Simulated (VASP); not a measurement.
The system is Sn3As.

```
CELL_PARAMETERS angstrom
0.00000 3.94844 3.94844
3.94844 0.00000 3.94844
3.94844 3.94844 0.00000
ATOMIC_POSITIONS crystal
Sn 0.75000 0.75000 0.75000
Sn 0.50000 0.50000 0.50000
Sn 0.25000 0.25000 0.25000
As 0.00000 0.00000 0.00000
```

- Program: VASP 6.6.1
- Task: relaxation of cell and atoms
- Functional: PBE
- Potentials or basis: VASP PAW PBE potentials, release 64 (Sn_d, As)
- Cutoff: 600 eV
- k mesh: 4 × 4 × 4
- Occupations: gaussian, width 0.1 eV
- Spin: no spin polarisation

At the start: pressure -7.1 GPa; volume 30.78 Å³/atom.

**Question.** How do energy, volume and symmetry change on relaxing?

**Answer.** Over 3 steps the energy falls by 171.4 meV/atom and the volume is 24.73 Å³/atom (-19.6 %); space group Fm-3m (No. 225, to 0.05 Å).

The path:
```tsv
step	energy change (eV)	largest force (eV/Å)	pressure (GPa)	volume (Å³)
1	0.0000	0.0000	-7.05	123.11
2	-0.6804	0.0000	-0.94	100.52
3	-0.6855	0.0000	-0.08	98.94
```

Final structure:
```yaml
crystal:
  lattice:
    - [0.00000, 3.67093, 3.67093]
    - [3.67093, 0.00000, 3.67093]
    - [3.67093, 3.67093, 0.00000]
  atoms:
    - { symbol: Sn, position: [0.75000, 0.75000, 0.75000] }
    - { symbol: Sn, position: [0.50000, 0.50000, 0.50000] }
    - { symbol: Sn, position: [0.25000, 0.25000, 0.25000] }
    - { symbol: As, position: [0.00000, 0.00000, 0.00000] }
```

Caveat: the volume moved by over 15 % at a fixed basis, so the end points are rough.
